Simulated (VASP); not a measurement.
# Ni (P6_3/mmc) in VASP: a series of runs

Ni is run at these levels: PBE; tasks: single point.

Program: VASP 6.6.1. These are calculated values, not measurements. Logs are shortened: lines on timing, memory, paths and dates and some standing lists are left out, and cuts for length are marked.

## (1) The cell of the first run

Symmetry: P6_3/mmc, No. 194, hexagonal system. The conventional cell has a = 2.098 Å, b = 2.098 Å, c = 3.445 Å, α = 90.00°, β = 90.00°, γ = 120.00°. Within 2.8 Å of Ni (site symmetry -6m2) lie 12 Ni at 2.10 to 2.11 Å.

This isn't the form of Ni at room conditions, which is fcc.

## (2) Single point, PBE, collinear spin, ferromagnetic start

Input file INCAR:

```
SYSTEM = Ni
PREC = Accurate
ENCUT = 520
EDIFF = 1E-7
ISMEAR = -1
SIGMA = 0.08
LREAL = .FALSE.
LASPH = .TRUE.
NELM = 150
ALGO = Normal
ISIF = 2
LWAVE = .FALSE.
LCHARG = .FALSE.
ISPIN = 2
MAGMOM = 1 1
LORBIT = 11
LMAXMIX = 4
GGA = PE
NBANDS = 21
```

Input file KPOINTS:

```
regular mesh
0
G
  17 17 10
  0 0 0
```

Input file POSCAR:

```
Ni
1.0
    2.0976225820      0.0000000000      0.0000000000
   -1.0488112910      1.8165944436      0.0000000000
    0.0000000000      0.0000000000      3.4452332902
Ni
2
Direct
    0.3333333333      0.6666666667      0.2500000000
    0.6666666667      0.3333333333      0.7500000000
```

Potentials or basis: VASP PAW PBE potentials, release 64 (Ni).

Command:

```
cat potpaw_PBE.64/Ni/POTCAR > POTCAR
mpirun -np 1 vasp_std > vasp.out
```

OUTCAR:

```text
SYSTEM = Ni
   PREC = Accurate
   ENCUT = 520
   EDIFF = 1E-7
   ISMEAR = -1
   LREAL = .FALSE.
   LASPH = .TRUE.
   NELM = 150
   ISIF = 2
   ISPIN = 2
   LORBIT = 11
   GGA = PE

 ion  position               nearest neighbor table
   1  0.333  0.667  0.250-   2 2.11   2 2.11   2 2.11   2 2.11   2 2.11   2 2.11   2 2.97   2 2.97
                             2 2.97   2 2.97   2 2.97   2 2.97
   2  0.667  0.333  0.750-   1 2.11   1 2.11   1 2.11   1 2.11   1 2.11   1 2.11   1 2.97   1 2.97
                             1 2.97   1 2.97   1 2.97   1 2.97

  LATTYP: Found a hexagonal cell.
 ALAT       =     2.0976225820
 C/A-ratio  =     1.6424467012

  Lattice vectors:

 A1 = (   2.0976225820,   0.0000000000,   0.0000000000)
 A2 = (  -1.0488112910,   1.8165944436,   0.0000000000)
 A3 = (   0.0000000000,   0.0000000000,   3.4452332902)

Analysis of symmetry for initial positions (statically):
=====================================================================
 Subroutine PRICEL returns:
 Original cell was already a primitive cell.

 Routine SETGRP: Setting up the symmetry group for a
 hexagonal supercell.

 Subroutine GETGRP returns: Found 24 space group operations
 (whereof 12 operations were pure point group operations)
 out of a pool of 24 trial point group operations.

The static configuration has the point symmetry D_3d.
 The point group associated with its full space group is D_6h.

Analysis of symmetry for dynamics (positions and initial velocities):
=====================================================================
 Subroutine PRICEL returns:
 Original cell was already a primitive cell.

 Routine SETGRP: Setting up the symmetry group for a
 hexagonal supercell.

 Subroutine GETGRP returns: Found 24 space group operations
 (whereof 12 operations were pure point group operations)
 out of a pool of 24 trial point group operations.

The dynamic configuration has the point symmetry D_3d.
 The point group associated with its full space group is D_6h.

Analysis of structural, dynamic, and magnetic symmetry:
=====================================================================
 Subroutine PRICEL returns:
 Original cell was already a primitive cell.

 Routine SETGRP: Setting up the symmetry group for a
 hexagonal supercell.

 Subroutine GETGRP returns: Found 24 space group operations
 (whereof 12 operations were pure point group operations)
 out of a pool of 24 trial point group operations.

The overall configuration has the point symmetry D_3d.
 The point group associated with its full space group is D_6h.

 Subroutine INISYM returns: Found 24 space group operations
 (whereof 12 operations are pure point group operations),
 and found     1 'primitive' translations

[... 121 lines left out ...]
   AEXX    =    0.0000 exact exchange contribution
   IVDW    =     0    specifies the selected vdW correction
   LEPSILON=     F    determine dielectric tensor
   LRPA    =     F    only Hartree local field effects (RPA)
 spin polarized calculation
  energy-cutoff  :      520.00
  volume of cell :       13.13
 maximum number of plane-waves:       368
 NGX is ok and might be reduce to    16
   NGX =  7   NGY =  7   NGZ = 13

 number of electron      19.9999983 magnetization       0.9017599

 Free energy of the ion-electron system (eV)
  ---------------------------------------------------
  ext. energy  EPLUGINS =         0.00000000
  ---------------------------------------------------
  free energy    TOTEN  =        -5.27274681 eV

  energy without entropy =       -5.21828576  energy(sigma->0) =       -5.24551629

 E-fermi :  18.8828     XC(G=0): -16.5249

 val. band max:       18.8812001874   @ k =   0.4118   0.0000   0.3000
 cond. band min:      18.8832519573   @ k =   0.3529   0.1765   0.0000
 fundamental gap:      0.0020517699
 Fermi energy:        18.8828216882

 spin component 1

 k-point     1 :       0.0000    0.0000    0.0000
  band No.  band energies     occupation
      1       5.8220      1.00000
      2      10.2661      1.00000
      3      14.5683      1.00000
      4      14.7305      1.00000
      5      14.7305      1.00000
      6      15.3418      1.00000
[... 565 lines left out ...]
     20      56.9471      0.00000
     21      57.2293      0.00000

 [... further k-points ...]

 spin component 2

 k-point     1 :       0.0000    0.0000    0.0000
  band No.  band energies     occupation
      1       5.8345      1.00000
      2      10.5519      1.00000
      3      15.0675      1.00000
      4      15.2106      1.00000
      5      15.2106      1.00000
      6      15.8416      1.00000
[... 565 lines left out ...]
     20      56.9538      0.00000
     21      57.3278      0.00000

 [... further k-points ...]

------------------------ aborting loop because EDIFF is reached ----------------------------------------

  FORCE on cell =-STRESS in cart. coord.  units (eV):
  Direction    XX          YY          ZZ          XY          YZ          ZX
  --------------------------------------------------------------------------------------
  -------------------------------------------------------------------------------------
  Total       27.7648437     27.7648437     27.7675161      0.0000000     -0.0000000      0.0000000
  in kB     3388.4559890   3388.4559892   3388.7821326      0.0000000     -0.0000000      0.0000000
  external PRESSURE =    3388.5647036 kB  Pullay stress =       0.0000000 kB

 VOLUME and BASIS-vectors are now :
 -----------------------------------------------------------------------------
  energy-cutoff  :      520.00
  volume of cell :       13.13
      direct lattice vectors                 reciprocal lattice vectors
     2.097622582  0.000000000  0.000000000     0.476730184  0.275240300  0.000000000
    -1.048811291  1.816594444  0.000000000     0.000000000  0.550480600  0.000000000
     0.000000000  0.000000000  3.445233290     0.000000000  0.000000000  0.290256106

 POSITION                                       TOTAL-FORCE (eV/Angst)
 -----------------------------------------------------------------------------------
     -0.00000      1.21106      0.86131         0.000000     -0.000000      0.000000
      1.04881      0.60553      2.58392        -0.000000      0.000000      0.000000
 -----------------------------------------------------------------------------------
    total drift:                               -0.000000      0.000000     -0.000000

  FREE ENERGIE OF THE ION-ELECTRON SYSTEM (eV)
  ---------------------------------------------------
  free  energy   TOTEN  =        -5.2727468108 eV

  energy  without entropy=       -5.2182857621  energy(sigma->0) =       -5.24551629

 total charge

# of ion       s       p       d       tot
------------------------------------------
    1        0.800   1.162   8.857  10.819
    2        0.800   1.162   8.857  10.819
--------------------------------------------------
tot          1.600   2.324  17.713  21.638

 magnetization (x)

# of ion       s       p       d       tot
------------------------------------------
    1       -0.005  -0.024   0.454   0.426
    2       -0.005  -0.024   0.454   0.426
--------------------------------------------------
tot         -0.010  -0.047   0.909   0.851
```

OSZICAR:

```text
N       E                     dE             d eps       ncg     rms          rms(c)
DAV:   1     0.962133253955E+02    0.96213E+02   -0.87348E+03 19236   0.157E+03
DAV:   2    -0.122894139719E+01   -0.97442E+02   -0.89633E+02 16937   0.254E+02
DAV:   3    -0.663801023168E+01   -0.54091E+01   -0.52900E+01 18964   0.640E+01
DAV:   4    -0.669521960742E+01   -0.57209E-01   -0.57180E-01 19172   0.617E+00
DAV:   5    -0.669647979421E+01   -0.12602E-02   -0.12601E-02 19480   0.917E-01    0.322E+01
DAV:   6    -0.551912116785E+01    0.11774E+01   -0.13597E+00 22742   0.301E+01    0.140E+01
DAV:   7    -0.532760856463E+01    0.19151E+00   -0.14154E-01 21769   0.681E+00    0.757E+00
DAV:   8    -0.527655437716E+01    0.51054E-01   -0.42373E-03 26388   0.119E+00    0.212E+00
DAV:   9    -0.527259702569E+01    0.39574E-02   -0.70767E-04 29503   0.555E-01    0.155E-01
DAV:  10    -0.527272077677E+01   -0.12375E-03   -0.11579E-04 17606   0.132E-01    0.545E-02
DAV:  11    -0.527275153473E+01   -0.30758E-04   -0.12185E-05 26227   0.412E-02    0.307E-02
DAV:  12    -0.527274822051E+01    0.33142E-05   -0.10403E-06 20466   0.133E-02    0.786E-03
DAV:  13    -0.527274678230E+01    0.14382E-05   -0.37954E-07 21810   0.951E-03    0.169E-03
DAV:  14    -0.527274681085E+01   -0.28553E-07   -0.24646E-08 10724   0.179E-03
   1 F= -.52727468E+01 E0= -.52455163E+01  d E =-.544610E-01  mag=     0.9019
```

Wall time 79 s (1 thread of Intel Xeon Platinum 8488C (Sapphire Rapids), shared host); peak memory 0.18 GiB.

What came out:

- Free energy: -5.2727 eV
- Pressure: 338.9 GPa
- Net moment: 0.90 μB per cell
- Site moments: Ni +0.43 μB

Caveat: the cell stands under pressure.

## (3) Single point, PBE, collinear spin, ferromagnetic start (6.56 Å³/atom)

Input file INCAR:

```
ALGO = Normal
EDIFF = 1E-6
ENCUT = 520
GGA = PE
ISIF = 2
ISMEAR = -1
ISPIN = 2
LASPH = True
LCHARG = False
LMAXMIX = 4
LORBIT = 11
LREAL = False
LWAVE = False
MAGMOM = 1 1
NBANDS = 21
NELM = 150
PREC = Accurate
SIGMA = 0.08
```

Input file KPOINTS:

```
k-points
0
Gamma
  17 17 10
```

POSCAR is that of step 2.

Potentials or basis: VASP PAW PBE potentials, release 64 (Ni).

Command:

```
cat potpaw_PBE.64/Ni/POTCAR > POTCAR
mpirun -np 1 vasp_std > vasp.out
```

It took 1.9 min on 1 thread of Intel Xeon Platinum 8488C (Sapphire Rapids), shared host; peak memory 0.18 GiB.

Results (log left out):

```yaml
Free_energy: -5.2727 eV
Pressure: 338.9 GPa
Net_moment: 0.90 μB per cell
Site_moments: Ni +0.43 μB
```

Levels at points of the mesh, in eV from the Fermi level:
Spin up:
```
           k point  band 6  band 7  band 8  band 9  band 10  band 11  band 12  band 13  band 14  band 15
(0.00, 0.00, 0.00)   -3.54   -3.54   -2.66   -2.66    -1.26    -0.66    -0.66    10.47    26.59    30.67
(0.00, 0.00, 0.50)   -4.23   -4.23   -4.23   -1.23    -1.23    -1.23    -1.23    20.35    20.35    27.87
```
Spin down:
```tsv
k point	band 6	band 7	band 8	band 9	band 10	band 11	band 12	band 13	band 14	band 15
(0.00, 0.00, 0.00)	-3.04	-3.04	-2.18	-2.18	-1.25	-0.13	-0.13	10.80	26.54	30.63
(0.00, 0.00, 0.50)	-3.75	-3.75	-3.75	-0.71	-0.71	-0.71	-0.71	20.50	20.50	27.84
```

Caveat: the cell stands under pressure.
